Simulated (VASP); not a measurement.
# TePb (Fm-3m) in VASP: elastic constants with PBE

Aim: the elastic constants of TePb with PBE.

All numbers are computed with VASP 6.6.1; they aren't measurements. Logs are shortened: lines on timing, memory, paths and dates and some standing lists are left out, and cuts for length are marked.

## (1) The cell of the first run

The structure is cubic, space group Fm-3m (No. 225). Conventional cell: a = 6.462 Å, b = 6.462 Å, c = 6.462 Å, α = 90.00°, β = 90.00°, γ = 90.00°. Te (site symmetry m-3m) has 6 Pb at 3.23 Å within 4.3 Å. Pb (site symmetry m-3m) has 6 Te at 3.23 Å within 4.3 Å.

## (2) Elastic constants, PBE

File INCAR:

```
SYSTEM = TePb
PREC     = Accurate       ! precision mode
ENCUT    = 600            ! plane-wave cutoff, eV
EDIFF    = 1E-8           ! SCF threshold, eV
ISMEAR   = 0              ! smearing method
SIGMA    = 0.01           ! smearing width, eV
LREAL    = .FALSE.        ! projectors in reciprocal space
LASPH    = .TRUE.         ! aspherical terms in the spheres
NELM     = 60             ! most SCF steps
ALGO     = Normal         ! electronic algorithm
ISIF     = 3              ! what is computed and relaxed
LWAVE    = .FALSE.        ! write WAVECAR
LCHARG   = .FALSE.        ! write CHGCAR
GGA      = PE             ! functional
NBANDS   = 17             ! bands
IBRION   = 6              ! ionic algorithm
NFREE    = 2            
POTIM    = 0.015          ! step
NSW      = 1              ! ionic steps
```

File KPOINTS:

```
regular mesh
0
G
  8 8 8
  0 0 0
```

File POSCAR:

```
TePb
1.0
    4.5693240000      0.0000000000      0.0000000000
    2.2846620000      3.9571506621      0.0000000000
    2.2846620000      1.3190502207      3.7308374232
Te Pb
1 1
Direct
    0.5000000000      0.5000000000      0.5000000000
    0.0000000000      0.0000000000      0.0000000000
```

Potentials or basis: VASP PAW PBE potentials, release 64 (Te, Pb_d).

Run with:

```sh
$ cat potpaw_PBE.64/Te/POTCAR potpaw_PBE.64/Pb_d/POTCAR > POTCAR
$ mpirun -np 1 vasp_std > vasp.out
```

OUTCAR:

```text
SYSTEM = TePb
   PREC = Accurate
   ENCUT = 600
   EDIFF = 1E-8
   ISMEAR = 0
   LREAL = .FALSE.
   LASPH = .TRUE.
   NELM = 60
   ISIF = 3
   GGA = PE
   IBRION = 6
   NFREE = 2
   POTIM = 0.015
   NSW = 1

 ion  position               nearest neighbor table
   1  0.500  0.500  0.500-   2 3.23   2 3.23   2 3.23   2 3.23   2 3.23   2 3.23
   2  0.000  0.000  0.000-   1 3.23   1 3.23   1 3.23   1 3.23   1 3.23   1 3.23

  LATTYP: Found a face centered cubic cell.
 ALAT       =     6.4619999717

  Lattice vectors:

 A1 = (   4.5693240000,   0.0000000000,   0.0000000000)
 A2 = (   2.2846620000,   3.9571506621,   0.0000000000)
 A3 = (   2.2846620000,   1.3190502207,   3.7308374232)

Analysis of symmetry for initial positions (statically):
=====================================================================
 Subroutine PRICEL returns:
 Original cell was already a primitive cell.

 Routine SETGRP: Setting up the symmetry group for a
 face centered cubic supercell.

 Subroutine GETGRP returns: Found 48 space group operations
 (whereof 48 operations were pure point group operations)
 out of a pool of 48 trial point group operations.

The static configuration has the point symmetry O_h .

Analysis of symmetry for dynamics (positions and initial velocities):
=====================================================================
 Subroutine PRICEL returns:
 Original cell was already a primitive cell.

 Routine SETGRP: Setting up the symmetry group for a
 face centered cubic supercell.

 Subroutine GETGRP returns: Found 48 space group operations
 (whereof 48 operations were pure point group operations)
 out of a pool of 48 trial point group operations.

The dynamic configuration has the point symmetry O_h .

 Subroutine INISYM returns: Found 48 space group operations
 (whereof 48 operations are pure point group operations),
[... 339 lines left out ...]

 val. band max:        5.6258577068   @ k =  -0.0000   0.5000   0.0000
 cond. band min:       6.3614402939   @ k =  -0.0000   0.5000   0.0000
 fundamental gap:      0.7355825870
 Fermi energy:         5.6661499426

 k-point     1 :       0.0000    0.0000    0.0000
  band No.  band energies     occupation
      1     -11.0971      2.00000
      2     -11.0971      2.00000
      3     -11.0879      2.00000
      4     -11.0879      2.00000
      5     -11.0879      2.00000
      6      -6.3940      2.00000
[... 457 lines left out ...]
      4     -11.0761      2.00000
      5     -11.0680      2.00000
      6      -4.7674      2.00000
[... 9 lines left out ...]
     16      15.4269      0.00000
     17      15.7350      0.00000

 [... further k-points ...]
[... 5 lines left out ...]
  --------------------------------------------------------------------------------------
  -------------------------------------------------------------------------------------
  Total        0.8948415      0.8932167      0.8936954      0.0000000     -0.0006770     -0.0000000
  in kB       21.2527851     21.2141942     21.2255641      0.0000000     -0.0160795     -0.0000000
  external PRESSURE =      21.2308478 kB  Pullay stress =       0.0000000 kB
[... 17 lines left out ...]
  FREE ENERGIE OF THE ION-ELECTRON SYSTEM (eV)
  ---------------------------------------------------
  free  energy   TOTEN  =        -7.5012073532 eV

  energy  without entropy=       -7.5012073532  energy(sigma->0) =       -7.50120735

 INTERNAL STRAIN TENSORS FROM STRAINED CELLS
 ============================================

 INTERNAL STRAIN TENSOR FOR ION    1 for displacements in x,y,z  (eV/Angst):
          X           Y           Z          XY          YZ          ZX
  --------------------------------------------------------------------------------
  x     0.00000    -0.00000    -0.00000     0.00000     0.00000    -0.00000
  y     0.00000    -0.00000     0.00000     0.00000    -0.00000    -0.00000
  z     0.00000     0.00000     0.00000     0.00000    -0.00000     0.00000

 INTERNAL STRAIN TENSORS FROM DISPLACED ATOMS
 ============================================

 INTERNAL STRAIN TENSOR FOR ION    1 for displacements in x,y,z  (eV/Angst):
          X           Y           Z          XY          YZ          ZX
  --------------------------------------------------------------------------------
  x     0.00000     0.00000     0.00000     0.00000     0.00000     0.00000
  y     0.00000     0.00000     0.00000     0.00000     0.00000     0.00000
  z     0.00000     0.00000     0.00000     0.00000     0.00000     0.00000

 INTERNAL STRAIN TENSOR FOR ION    2 for displacements in x,y,z  (eV/Angst):
          X           Y           Z          XY          YZ          ZX
  --------------------------------------------------------------------------------
  x     0.00000     0.00000     0.00000     0.00000     0.00000     0.00000
  y     0.00000     0.00000     0.00000     0.00000     0.00000     0.00000
  z     0.00000     0.00000     0.00000     0.00000     0.00000     0.00000

 Eigenvectors and eigenvalues of the dynamical matrix
 ----------------------------------------------------

   1 f  =    1.383142 THz     8.690540 2PiTHz   46.136662 cm-1     5.720214 meV
             X         Y         Z           dx          dy          dz
      4.569324  2.638100  1.865419     0.000000    0.000000    0.787067
      0.000000  0.000000  0.000000    -0.000000    0.000000   -0.616868
[... 21 lines left out ...]
   6 f/i=    0.000850 THz     0.005342 2PiTHz    0.028359 cm-1     0.003516 meV
             X         Y         Z           dx          dy          dz
      4.569324  2.638100  1.865419     0.066644    0.259037   -0.555864
      0.000000  0.000000  0.000000     0.085031    0.330507   -0.709231

--------------------------------------------------------------------------------------------------------

 ELASTIC MODULI CONTR FROM IONIC RELAXATION (kBar)
 Direction    XX          YY          ZZ          XY          YZ          ZX
 --------------------------------------------------------------------------------
 XX           0.0000      0.0000      0.0000      0.0000      0.0000      0.0000
 YY           0.0000      0.0000      0.0000      0.0000      0.0000      0.0000
 ZZ           0.0000      0.0000      0.0000      0.0000      0.0000      0.0000
 XY           0.0000      0.0000      0.0000      0.0000      0.0000      0.0000
 YZ           0.0000      0.0000      0.0000      0.0000      0.0000      0.0000
 ZX           0.0000      0.0000      0.0000      0.0000      0.0000      0.0000
 --------------------------------------------------------------------------------

 TOTAL ELASTIC MODULI (kBar)
 Direction    XX          YY          ZZ          XY          YZ          ZX
 --------------------------------------------------------------------------------
 XX         806.6982    207.2991    365.6386     -0.0000   -223.9259      0.0000
 YY         207.2991    806.6982    365.6386      0.0000    223.9259      0.0000
 ZZ         365.6386    365.6386    648.3587     -0.0000      0.0000      0.0000
 XY          -0.0000     -0.0000      0.0000    299.6996     -0.0000   -223.9259
 YZ        -223.9259    223.9259      0.0000      0.0000    458.0391     -0.0000
 ZX           0.0000      0.0000      0.0000   -223.9259      0.0000    458.0391
 --------------------------------------------------------------------------------
```

Run time: 17 min. Hardware: 1 thread of Intel Xeon 6975P-C (Granite Rapids), shared host; peak memory 0.72 GiB.

Results:

```
Voigt bulk modulus                                      : 46 GPa
Highest phonon frequency at Γ, LO-TO splitting left out : 46 cm⁻¹
```

Phonon frequencies in cm⁻¹ (negative: imaginary):
```csv
q point,frequencies
"(0.000, 0.000, 0.000)",0 0 0 46 46 46
```

Elastic tensor in Voigt notation (GPa, in the Cartesian axes of the cell as first typed):
```
 81  21  37 -22   0   0
 21  81  37  22   0   0
 37  37  65   0   0   0
-22  22   0  46   0   0
  0   0   0   0  46 -22
  0   0   0   0 -22  30
```

Clamped-ion elastic tensor (GPa):
```
 81  21  37 -22   0   0
 21  81  37  22   0   0
 37  37  65   0   0   0
-22  22   0  46   0   0
  0   0   0   0  46 -22
  0   0   0   0 -22  30
```

Caveat: the cell is under stress, which shifts elastic constants; spin-orbit coupling is left out, which moves the levels of the heavy elements.
